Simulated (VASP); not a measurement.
Input of a VASP 6.6.1 run:

INCAR

```
SYSTEM = Cl
  PREC = Accurate
  ENCUT = 600
  EDIFF = 1E-7
  ISMEAR = -1
  SIGMA = 0.1
  LREAL = .FALSE.
  LASPH = .TRUE.
  NELM = 80
  ALGO = Normal
  ISIF = 4
  LWAVE = .FALSE.
  LCHARG = .FALSE.
  IBRION = 2
  NSW = 50
  EDIFFG = -0.005
```

Contents of KPOINTS:

```
regular mesh
0
G
  15 15 8
  0 0 0
```

File POSCAR:

```
Cl
1.0
    3.1023714633      0.0000000000      0.0000000000
   -1.5511857316      2.6867324992      0.0000000000
    0.0000000000      0.0000000000      3.5534072221
Cl
2
Direct
    0.3333333333      0.6666666667      0.2500000000
    0.6666666667      0.3333333333      0.7500000000
```

Potentials or basis: VASP PAW LDA potentials, release 64 (Cl).

Launch:

```console
$ cat potpaw_LDA.64/Cl/POTCAR > POTCAR
$ mpirun -np 1 vasp_std > vasp.out
```

Task: Predict the band gap on the k mesh.

Result: Zero (band 7 reaches 8.19 eV, above the bottom of band 8 at 5.05 eV).

Final structure:
```
Cl
1.0
     2.97295    0.00000    0.00000
    -1.48647    2.57465    0.00000
     0.00000    0.00000    3.86953
Cl
2
Direct
  0.33333 0.66667 0.25000
  0.66667 0.33333 0.75000
```
